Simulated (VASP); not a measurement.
Al2Ru, 3 atoms in the cell. Symmetry: P6/mmm, No. 191, hexagonal system. The conventional cell has a = 4.189 Å, b = 4.189 Å, c = 2.764 Å, α = 90.00°, β = 90.00°, γ = 120.00°. Within 3.6 Å of Ru (site symmetry 6/mmm) lie 2 Ru at 2.76 Å and 12 Al at 2.79 Å. Al (site symmetry -6m2) has 5 Al at 2.42 to 2.76 Å and 6 Ru at 2.79 Å within 3.2 Å. 

- Program: VASP 6.6.1
- Task: single point
- Functional: r2SCAN
- Potentials or basis: VASP PAW PBE potentials, release 64 (Ru_pv, Al)
- Cutoff: 520 eV
- k mesh: 12 × 12 × 16
- Occupations: gaussian, width 0.1 eV
- Spin: no spin polarisation
- Dipole correction: no
- Further INCAR settings: ALGO = Normal; EDIFF = 1e-06; NBANDS = 17

Potentials or basis: VASP PAW PBE potentials, release 64 (Ru_pv, Al).

Run with:

```console
$ cat potpaw_PBE.64/Ru_pv/POTCAR potpaw_PBE.64/Al/POTCAR > POTCAR
$ cp INCAR.step1 INCAR
$ mpirun -np 1 vasp_std > vasp.out
$ cp INCAR.step2 INCAR
$ mpirun -np 1 vasp_std > vasp.out
```

Hardware: 1 thread of Intel(R) Xeon(R) Platinum 8259CL CPU @ 2.50GHz (Skylake/Cascade Lake), with other jobs on the host.

**Question.** How long does it take, and how much memory?

**Answer.** Run time: 6.4 min on 1 thread of Intel(R) Xeon(R) Platinum 8259CL CPU @ 2.50GHz (Skylake/Cascade Lake), with other jobs on the host, peak memory 0.26 GiB. Counts: k points 171.
